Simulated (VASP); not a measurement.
# Ga4SbAs (P-6m2) in VASP: a series of runs

Ga4SbAs is run at these levels: PBE; tasks: single point.

Program: VASP 6.6.1. These are calculated values, not measurements. Logs are shortened: lines on timing, memory, paths and dates and some standing lists are left out, and cuts for length are marked.

## (1) The cell of the first run

Symmetry: P-6m2, No. 187, hexagonal system. Conventional cell: a = 5.839 Å, b = 5.839 Å, c = 4.529 Å, α = 90.00°, β = 90.00°, γ = 120.00°. Within 3.7 Å of Ga (site symmetry -6m2) lie 6 Ga at 2.80 Å and 3 As at 3.37 Å and 3 Sb at 3.37 Å. Within 3.7 Å of Ga (site symmetry mm2) lie 6 Ga at 2.80 to 2.97 Å and 2 Sb at 2.84 Å and 4 As at 3.69 Å. Sb (site symmetry -6m2) has 9 Ga at 2.84 to 3.37 Å and 3 As at 3.37 Å within 3.7 Å. As (site symmetry -6m2) has 15 Ga at 3.37 to 3.69 Å and 3 Sb at 3.37 Å and 2 As at 4.53 Å within 4.6 Å.

The cell was built from a structure type or drawn by symmetry, and may not be a known phase.

## (2) Single point, PBE

Input file INCAR:

```
PREC     = Accurate       # precision mode
ENCUT    = 520            # plane-wave cutoff, eV
EDIFF    = 1E-6           # SCF threshold, eV
ISMEAR   = 0              # smearing method
SIGMA    = 0.1            # smearing width, eV
LREAL    = F              # projectors in reciprocal space
LASPH    = T              # aspherical terms in the spheres
NELM     = 60             # most SCF steps
ALGO     = Normal         # electronic algorithm
ISIF     = 2              # what is computed and relaxed
LWAVE    = F              # write WAVECAR
LCHARG   = F              # write CHGCAR
GGA      = PE             # functional
NBANDS   = 40             # bands
```

Input file KPOINTS:

```
Automatic mesh
0
Gamma
  3 3 4
```

Input file POSCAR:

```
Ga4SbAs
1.0
    5.8391073000      0.0000000000      0.0000000000
   -2.9195536500      5.0568152600      0.0000000000
    0.0000000000      0.0000000000      4.5289570200
Ga Sb As
4 1 1
Direct
    0.6666666700      0.3333333300      0.0000000000
    0.5030135000      0.0060270000      0.5000000000
    0.9939730000      0.4969865000      0.5000000000
    0.5030135000      0.4969865000      0.5000000000
    0.3333333300      0.6666666700      0.0000000000
    0.0000000000      0.0000000000      0.0000000000
```

Potentials or basis: VASP PAW PBE potentials, release 64 (Ga_d, Sb, As).

Command:

```console
$ cat potpaw_PBE.64/Ga_d/POTCAR potpaw_PBE.64/Sb/POTCAR potpaw_PBE.64/As/POTCAR > POTCAR
$ mpirun -np 1 vasp_std > vasp.out
```

OUTCAR:

```text
PREC = Accurate
   ENCUT = 520
   EDIFF = 1E-6
   ISMEAR = 0
   LREAL = F
   LASPH = T
   NELM = 60
   ISIF = 2
   GGA = PE

 ion  position               nearest neighbor table
   1  0.667  0.333  0.000-   3 2.80   3 2.80   2 2.80   2 2.80   4 2.80   4 2.80
   2  0.503  0.006  0.500-   1 2.80   1 2.80   5 2.84   5 2.84   4 2.87   3 2.87
   3  0.994  0.497  0.500-   1 2.80   1 2.80   5 2.84   5 2.84   4 2.87   2 2.87
   4  0.503  0.497  0.500-   1 2.80   1 2.80   5 2.84   5 2.84   3 2.87   2 2.87
   5  0.333  0.667  0.000-   3 2.84   3 2.84   2 2.84   2 2.84   4 2.84   4 2.84
   6  0.000  0.000  0.000-

  LATTYP: Found a hexagonal cell.
 ALAT       =     5.8391073000
 C/A-ratio  =     0.7756249007

  Lattice vectors:

 A1 = (   5.8391073000,   0.0000000000,   0.0000000000)
 A2 = (  -2.9195536500,   5.0568152600,   0.0000000000)
 A3 = (   0.0000000000,   0.0000000000,   4.5289570200)

Analysis of symmetry for initial positions (statically):
=====================================================================
 Subroutine PRICEL returns:
 Original cell was already a primitive cell.

 Routine SETGRP: Setting up the symmetry group for a
 hexagonal supercell.

 Subroutine GETGRP returns: Found 12 space group operations
 (whereof 12 operations were pure point group operations)
 out of a pool of 24 trial point group operations.

The static configuration has the point symmetry D_3h.

Analysis of symmetry for dynamics (positions and initial velocities):
=====================================================================
 Subroutine PRICEL returns:
 Original cell was already a primitive cell.

 Routine SETGRP: Setting up the symmetry group for a
 hexagonal supercell.

 Subroutine GETGRP returns: Found 12 space group operations
 (whereof 12 operations were pure point group operations)
 out of a pool of 24 trial point group operations.

The dynamic configuration has the point symmetry D_3h.

 Subroutine INISYM returns: Found 12 space group operations
 (whereof 12 operations are pure point group operations),
 and found     1 'primitive' translations

----------------------------------------------------------------------------------------

                                     Primitive cell

  volume of cell :     133.7278

  direct lattice vectors                    reciprocal lattice vectors
     5.839107300  0.000000000  0.000000000     0.171259055  0.098876462  0.000000000
    -2.919553650  5.056815260  0.000000000     0.000000000  0.197752923  0.000000000
     0.000000000  0.000000000  4.528957020     0.000000000  0.000000000  0.220801389

  length of vectors
     5.839107300  5.839107302  4.528957020     0.197752923  0.197752923  0.220801389

  position of ions in fractional coordinates (direct lattice)
     0.666666670  0.333333330  0.000000000
     0.503013500  0.006027000  0.500000000
     0.993973000  0.496986500  0.500000000
     0.503013500  0.496986500  0.500000000
     0.333333330  0.666666670  0.000000000
     0.000000000  0.000000000  0.000000000

  ion indices of the primitive-cell ions
   primitive index   ion index
                 1           1
                 2           2
                 3           3
                 4           4
                 5           5
                 6           6

----------------------------------------------------------------------------------------

 KPOINTS: Automatic mesh

Automatic generation of k-mesh.
 Grid dimensions read from file:
 generate k-points for:    3    3    4

 Generating k-lattice:

  Cartesian coordinates                     Fractional coordinates (reciprocal lattice)
     0.057086352  0.032958821  0.000000000     0.333333333  0.000000000  0.000000000
     0.000000000  0.065917641  0.000000000     0.000000000  0.333333333  0.000000000
     0.000000000  0.000000000  0.055200347     0.000000000  0.000000000  0.250000000

  Length of vectors
     0.065917641  0.065917641  0.055200347

  Shift w.r.t. Gamma in fractional coordinates (k-lattice)
     0.000000000  0.000000000  0.000000000

 Subroutine IBZKPT returns following result:
 ===========================================

 Found      9 irreducible k-points:

 Following reciprocal coordinates:
            Coordinates               Weight
  0.000000  0.000000  0.000000      1.000000
  0.333333  0.000000  0.000000      6.000000
  0.333333  0.333333  0.000000      2.000000
  0.000000  0.000000  0.250000      2.000000
  0.333333  0.000000  0.250000     12.000000
  0.333333  0.333333  0.250000      4.000000
  0.000000  0.000000  0.500000      1.000000
  0.333333  0.000000  0.500000      6.000000
  0.333333  0.333333  0.500000      2.000000
   k-points           NKPTS =      9   k-points in BZ     NKDIM =      9   number of bands    NBANDS=     40
   number of dos      NEDOS =    301   number of ions     NIONS =      6
   total plane-waves  NPLWV =  82944
   dimension x,y,z NGX =    48 NGY =   48 NGZ =   36
   dimension x,y,z NGXF=    96 NGYF=   96 NGZF=   72
   ions per type =               4   1   1
   NGX,Y,Z   is equivalent  to a cutoff of  13.67, 13.67, 13.21 a.u.
   NGXF,Y,Z  is equivalent  to a cutoff of  27.33, 27.33, 26.43 a.u.
 SYSTEM =  unknown system
   PREC   = accura    normal or accurate (medium, high low for compatibility)
   ISTART =      0    job   : 0-new  1-cont  2-samecut
   ICHARG =      2    charge: 1-file 2-atom 10-const
   ISPIN  =      1    spin polarized calculation?
   LNONCOLLINEAR =      F non collinear calculations
   LSORBIT =      F    spin-orbit coupling
   LASPH  =      T    aspherical Exc in radial PAW
   ENCUT  =  520.0 eV  38.22 Ry    6.18 a.u.  10.86 10.86  8.42*2*pi/ulx,y,z
   NELM   =     60;   NELMIN=  2; NELMDL= -5     # of ELM steps
   EDIFF  = 0.1E-05   stopping-criterion for ELM
   LREAL  =      F    real-space projection
   EDIFFG = 0.1E-04   stopping-criterion for IOM
   NSW    =      0    number of steps for IOM
   IBRION =     -1    ionic relax: 0-MD 1-quasi-New 2-CG
   NFREE  =      0    steps in history (QN), initial steepest desc. (CG)
   ISIF   =      2    stress and relaxation
   ISYM   =      2    0-nonsym 1-usesym 2-fastsym
   POTIM  = 0.5000    time-step for ionic-motion
   TEBEG  =    0.0;   TEEND  =   0.0 temperature during run
   PSTRESS=    0.0 pullay stress
   NELECT =      62.0000    total number of electrons
   NUPDOWN=      -1.0000    fix difference up-down
   EMIN   =  10.00;   EMAX   =-10.00  energy-range for DOS
   EFERMI =   0.00;   METHOD = LEGACY
   ISMEAR =     0;   SIGMA  =   0.10  broadening in eV -4-tet -1-fermi 0-gaus
   EFERMI_NEDOS =   21; number of points for ismear=-14 and -15
   IALGO  =     38    algorithm
   IMIX   =      4    mixing-type and parameters
     AMIX     =   0.40;   BMIX     =  1.00
     AMIX_MAG =   1.60;   BMIX_MAG =  1.00
  volume/ion in A,a.u.               =      22.29       150.41
  Fermi-wavevector in a.u.,A,eV,Ry     =   1.267063  2.394402 21.843449  1.605448
  Thomas-Fermi vector in A             =   2.400231
   LORBIT       =      0    0 simple, 1 ext, 2 COOP (PROOUT), +10 PAW based schemes
   GGA     = PE    functional components
   LHFCALC =     F    Hartree Fock is set to
   AEXX    =    0.0000 exact exchange contribution
   IVDW    =     0    specifies the selected vdW correction
   LEPSILON=     F    determine dielectric tensor
   LRPA    =     F    only Hartree local field effects (RPA)
 non-spin polarized calculation
 Gauss-broadening in eV      SIGMA  =   0.10
  energy-cutoff  :      520.00
  volume of cell :      133.73
 maximum number of plane-waves:      3621
 NGX is ok and might be reduce to    48
   NGX = 21   NGY = 21   NGZ = 17

 number of electron      62.0000013 magnetization

 Free energy of the ion-electron system (eV)
  ---------------------------------------------------
  ext. energy  EPLUGINS =         0.00000000
  ---------------------------------------------------
  free energy    TOTEN  =       -18.40213815 eV

  energy without entropy =      -18.39467244  energy(sigma->0) =      -18.39840530

 E-fermi :   5.3261     XC(G=0): -10.2549

 val. band max:        5.2873839035   @ k =   0.3333   0.3333   0.2500
 cond. band min:       5.4613244876   @ k =   0.3333   0.0000   0.0000
 fundamental gap:      0.1739405841
 Fermi energy:         5.3261005497

 k-point     1 :       0.0000    0.0000    0.0000
  band No.  band energies     occupation
      1      -9.8696      2.00000
      2      -9.7687      2.00000
      3      -9.7687      2.00000
      4      -9.7586      2.00000
      5      -9.7586      2.00000
      6      -9.7466      2.00000
[... 32 lines left out ...]
     39      10.3530      0.00000
     40      10.3674      0.00000

 k-point     2 :       0.3333    0.0000    0.0000
  band No.  band energies     occupation
      1      -9.8218      2.00000
      2      -9.7874      2.00000
      3      -9.7611      2.00000
      4      -9.7482      2.00000
      5      -9.7112      2.00000
      6      -9.6923      2.00000
[... 32 lines left out ...]
     39       9.8166      0.00000
     40       9.9415      0.00000

 k-point     3 :       0.3333    0.3333    0.0000
  band No.  band energies     occupation
      1      -9.7902      2.00000
      2      -9.7828      2.00000
      3      -9.7572      2.00000
      4      -9.7246      2.00000
      5      -9.7205      2.00000
      6      -9.6686      2.00000
[... 32 lines left out ...]
     39       9.1634      0.00000
     40       9.8413      0.00000

 k-point     4 :       0.0000    0.0000    0.2500
  band No.  band energies     occupation
      1      -9.8680      2.00000
      2      -9.7927      2.00000
      3      -9.7634      2.00000
      4      -9.7634      2.00000
      5      -9.7481      2.00000
      6      -9.7481      2.00000
[... 32 lines left out ...]
     39      11.5650      0.00000
     40      11.5650      0.00000

 k-point     5 :       0.3333    0.0000    0.2500
  band No.  band energies     occupation
      1      -9.8283      2.00000
      2      -9.7858      2.00000
      3      -9.7543      2.00000
      4      -9.7430      2.00000
      5      -9.7223      2.00000
      6      -9.6954      2.00000
[... 32 lines left out ...]
     39      10.3659      0.00000
     40      10.7198      0.00000

 k-point     6 :       0.3333    0.3333    0.2500
  band No.  band energies     occupation
      1      -9.7952      2.00000
      2      -9.7883      2.00000
      3      -9.7583      2.00000
      4      -9.7089      2.00000
      5      -9.6974      2.00000
      6      -9.6808      2.00000
[... 32 lines left out ...]
     39       9.6943      0.00000
     40       9.8408      0.00000

 k-point     7 :       0.0000    0.0000    0.5000
  band No.  band energies     occupation
      1      -9.8832      2.00000
      2      -9.8087      2.00000
      3      -9.7566      2.00000
      4      -9.7566      2.00000
      5      -9.7199      2.00000
      6      -9.7199      2.00000
[... 32 lines left out ...]
     39      13.4992      0.00000
     40      13.6435      0.00000

 k-point     8 :       0.3333    0.0000    0.5000
  band No.  band energies     occupation
      1      -9.8426      2.00000
      2      -9.7700      2.00000
      3      -9.7424      2.00000
      4      -9.7392      2.00000
      5      -9.7067      2.00000
      6      -9.6762      2.00000
[... 32 lines left out ...]
     39      11.3341      0.00000
     40      11.4663      0.00000

 k-point     9 :       0.3333    0.3333    0.5000
  band No.  band energies     occupation
      1      -9.8094      2.00000
      2      -9.7571      2.00000
      3      -9.7434      2.00000
      4      -9.7025      2.00000
      5      -9.6836      2.00000
      6      -9.6809      2.00000
[... 32 lines left out ...]
     39      10.3846      0.00000
     40      11.3072      0.00000

------------------------ aborting loop because EDIFF is reached ----------------------------------------

  FORCE on cell =-STRESS in cart. coord.  units (eV):
  Direction    XX          YY          ZZ          XY          YZ          ZX
  --------------------------------------------------------------------------------------
  -------------------------------------------------------------------------------------
  Total        0.5576424      0.5576424      0.2327454      0.0000000      0.0000000      0.0000000
  in kB        6.6810486      6.6810486      2.7884961      0.0000000      0.0000000      0.0000000
  external PRESSURE =       5.3835311 kB  Pullay stress =       0.0000000 kB

 VOLUME and BASIS-vectors are now :
 -----------------------------------------------------------------------------
  energy-cutoff  :      520.00
  volume of cell :      133.73
      direct lattice vectors                 reciprocal lattice vectors
     5.839107300  0.000000000  0.000000000     0.171259055  0.098876462  0.000000000
    -2.919553650  5.056815260  0.000000000     0.000000000  0.197752923  0.000000000
     0.000000000  0.000000000  4.528957020     0.000000000  0.000000000  0.220801389

 POSITION                                       TOTAL-FORCE (eV/Angst)
 -----------------------------------------------------------------------------------
      2.91955      1.68561      0.00000         0.000000     -0.000000      0.000000
      2.91955      0.03048      2.26448         0.000000      0.651868     -0.000000
      4.35294      2.51317      2.26448        -0.564534     -0.325934     -0.000000
      1.48617      2.51317      2.26448         0.564534     -0.325934     -0.000000
     -0.00000      3.37121      0.00000         0.000000     -0.000000      0.000000
      0.00000      0.00000      0.00000         0.000000     -0.000000      0.000000
 -----------------------------------------------------------------------------------
    total drift:                               -0.000014      0.000008      0.000000

  FREE ENERGIE OF THE ION-ELECTRON SYSTEM (eV)
  ---------------------------------------------------
  free  energy   TOTEN  =       -18.4021381522 eV

  energy  without entropy=      -18.3946724398  energy(sigma->0) =      -18.39840530
```

Wall time 33 s (1 thread of Intel Xeon Platinum 8559C (Emerald Rapids), shared host); peak memory 0.29 GiB.

What came out:

| Quantity | Value |
| --- | --- |
| Free energy | -18.4021 eV |
| Pressure | 0.5 GPa |
| Largest force | 0.652 eV/Å |
| Band gap on the k mesh | zero (bands 31 and 32 overlap by 1.81 eV) |

Forces on the atoms (eV/Å):
```
Ga   0.000  0.000  0.000
Ga   0.000  0.652  0.000
Ga  -0.565 -0.326  0.000
Ga   0.565 -0.326  0.000
Sb   0.000  0.000  0.000
As   0.000  0.000  0.000
```

Caveat: the k points lie up to 0.41 Å⁻¹ apart, too coarse for converged energies and pressures of a metal; spin-orbit coupling is left out, which moves the levels of the heavy elements.

## (3) Single point, PBE

This run uses another cell than the first one, of 22.57 Å³/atom.

Input file INCAR:

```
SYSTEM = Ga4SbAs
PREC = Accurate
ENCUT = 520
EDIFF = 1E-6
ISMEAR = 0
SIGMA = 0.1
LREAL = .FALSE.
LASPH = .TRUE.
NELM = 100
ALGO = Normal
ISIF = 2
LWAVE = .FALSE.
LCHARG = .FALSE.
GGA = PE
NBANDS = 40
```

Input file KPOINTS:

```
regular mesh
0
G
  3 3 4
  0 0 0
```

Input file POSCAR:

```
Ga4SbAs
1.0
    5.8932398129      0.0000000000      0.0000000000
   -2.9466199064      5.1036953885      0.0000000000
    0.0000000000      0.0000000000      4.5028793223
Ga Sb As
4 1 1
Direct
    0.6666666667      0.3333333333      0.0000000000
    0.5094605825      0.0189211651      0.5000000000
    0.9810788349      0.4905394175      0.5000000000
    0.5094605825      0.4905394175      0.5000000000
    0.3333333333      0.6666666667      0.0000000000
    0.0000000000      0.0000000000      0.0000000000
```

Potentials or basis: VASP PAW PBE potentials, release 64 (Ga_d, Sb, As).

Command:

```console
$ cat potpaw_PBE.64/Ga_d/POTCAR potpaw_PBE.64/Sb/POTCAR potpaw_PBE.64/As/POTCAR > POTCAR
$ mpirun -np 1 vasp_std > vasp.out
```

Wall time 35 s (1 thread of Intel Xeon Platinum 8559C (Emerald Rapids), shared host); peak memory 0.29 GiB.

The run converged. Its results:

```yaml
Free_energy: -18.4714 eV
Pressure: -0.1 GPa
Largest_force: 0.006 eV/Å
Band_gap_on_the_k_mesh: zero (bands 31 and 32 overlap by 1.86 eV)
```

Forces in eV/Å, atoms in the order of the input:
```
Ga   0.000  0.000  0.000
Ga   0.000  0.006  0.000
Ga  -0.005 -0.003  0.000
Ga   0.005 -0.003  0.000
Sb   0.000  0.000  0.000
As   0.000  0.000  0.000
```

Stress tensor (GPa, compression positive):
```
-0.03  0.00  0.00
 0.00 -0.03  0.00
 0.00  0.00 -0.10
```

Levels at points of the mesh, in eV from the Fermi level:
| k point | band 29 | band 30 | band 31 | band 32 | band 33 | band 34 |
| --- | --- | --- | --- | --- | --- | --- |
| (0.00, 0.00, 0.00) | -3.08 | 0.25 | 0.73 | 0.91 | 1.71 | 1.71 |
| (0.00, 0.00, 0.50) | -3.29 | -2.06 | -2.06 | -1.13 | -0.69 | -0.69 |

Caveat: the k points lie up to 0.41 Å⁻¹ apart, too coarse for converged energies and pressures of a metal; spin-orbit coupling is left out, which moves the levels of the heavy elements.

(Continued in part 2 of 2.)
